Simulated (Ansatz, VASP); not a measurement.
**ZrGa2S2 in VASP and in Ansatz**

The input INCAR:

```
SYSTEM = ZrGa2S2
PREC     = Accurate       ! precision mode
ENCUT    = 600            ! plane-wave cutoff, eV
EDIFF    = 1E-6           ! SCF threshold, eV
ISMEAR   = 0              ! smearing method
SIGMA    = 0.1            ! smearing width, eV
LREAL    = .False.        ! projectors in reciprocal space
LASPH    = .True.         ! aspherical terms in the spheres
NELM     = 100            ! most SCF steps
ALGO     = Normal         ! electronic algorithm
ISIF     = 3              ! what is computed and relaxed
LWAVE    = .False.        ! write WAVECAR
LCHARG   = .False.        ! write CHGCAR
GGA      = PE             ! functional
IBRION   = 2              ! ionic algorithm
NSW      = 100            ! ionic steps
EDIFFG   = -0.01          ! ionic threshold
```

File KPOINTS:

```
Automatic mesh
0
Gamma
  12 12 6
  0 0 0
```

POSCAR

```
ZrGa2S2
1.0
    4.1033511500      0.0000000000      0.0000000000
   -2.0516755700      3.5536063300      0.0000000000
    0.0000000000      0.0000000000      8.0239985500
Zr Ga S
1 2 2
Direct
    0.6666666700      0.3333333300      0.0000000000
    0.0000000000      0.0000000000      0.7055339800
    0.0000000000      0.0000000000      0.2944660200
    0.6666666700      0.3333333300      0.5000000000
    0.3333333300      0.6666666700      0.0000000000
```

Input for Ansatz:

```yaml
crystal:
  lattice:
    - [4.10335115, 0.0, 0.0]
    - [-2.05167557, 3.55360633, 0.0]
    - [0.0, 0.0, 8.02399855]
  atoms:
    - { symbol: Zr, position: [0.66666667, 0.33333333, 0.0] }
    - { symbol: Ga, position: [0.0, 0.0, 0.70553398] }
    - { symbol: Ga, position: [0.0, 0.0, 0.29446602] }
    - { symbol: S, position: [0.66666667, 0.33333333, 0.5] }
    - { symbol: S, position: [0.33333333, 0.66666667, 0.0] }
basis:
  ecutwfc: 420
kpoints:
  mp_grid: { grid: [12, 12, 6] }
hamiltonian:
  xc: pbe
scf:
  occupations: { method: gaussian, width: 0.1 }
output:
  forces: true
  stress: true
  eigenvalues: true
relax:
  adjacent_minimum: "off"
  f_tol: 0.01
  max_steps: 80
  cell: { stress_tol: 0.05 }
```

Change from the starting cell: species swapped into the Sr2ZnAs2 type (P-6m2, No. 187).

Alike in both runs: task relaxation of cell and atoms; functional PBE; k mesh 12 × 12 × 6; occupations gaussian, width 0.1 eV; no spin polarisation.

|  | VASP | Ansatz |
| --- | --- | --- |
| version | VASP 6.6.1 | Ansatz 0.2.0 |
| potentials or method | VASP PAW PBE potentials, release 64 (Zr_sv, Ga_d, S), cutoff 600 eV | scalar-relativistic, plane waves, PAW |
| valence electrons in the cell | 50 | 50 |

```tsv
	VASP	Ansatz	Ansatz less VASP
gap on the k mesh at the Fermi level, each at its own relaxed structure (eV)	none	none	-
relaxed volume (Å³/atom)	19.95	19.93	-0.017
relaxed length of the cell vector where the two differ most in proportion (Å)	5.409	5.403	-0.0058
```

A gap of «none» marks a metal or a gap that the smearing closes.
